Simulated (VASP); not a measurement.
Ga, 2 atoms in the cell. The structure is monoclinic, space group C2/c (No. 15). The conventional cell has a = 2.766 Å, b = 8.053 Å, c = 3.332 Å, α = 90.00°, β = 92.02°, γ = 90.00°. Ga (site symmetry 2) has 10 Ga at 2.69 to 3.33 Å within 3.5 Å. 

* Program: VASP 6.6.1
* Task: relaxation of cell and atoms
* Functional: RPBE
* Dispersion: D4
* Potentials or basis: VASP PAW PBE potentials, release 64 (Ga_d)
* Cutoff: 600 eV
* k mesh: 10 × 10 × 8
* Occupations: fermi-dirac, width 0.05 eV
* Spin: no spin polarisation
* Dipole correction: no
* Further INCAR settings: ALGO = Fast; EDIFF = 1e-06; IBRION = 2; EDIFFG = -0.01; NSW = 60; ISIF = 3

Potentials or basis: VASP PAW PBE potentials, release 64 (Ga_d).

Command:

```bash
$ cat potpaw_PBE.64/Ga_d/POTCAR > POTCAR
$ mpirun -np 1 vasp_std > vasp.out
```

Hardware: 1 thread of Intel(R) Xeon(R) Platinum 8259CL CPU @ 2.50GHz (Skylake/Cascade Lake), on a shared host.

Q: Estimate the wall time of this run.

A: Wall time 32 min on 1 thread of Intel(R) Xeon(R) Platinum 8259CL CPU @ 2.50GHz (Skylake/Cascade Lake) (shared host), peak memory 0.31 GiB. Counts: scf iterations 124, k points 227, ion steps 18.
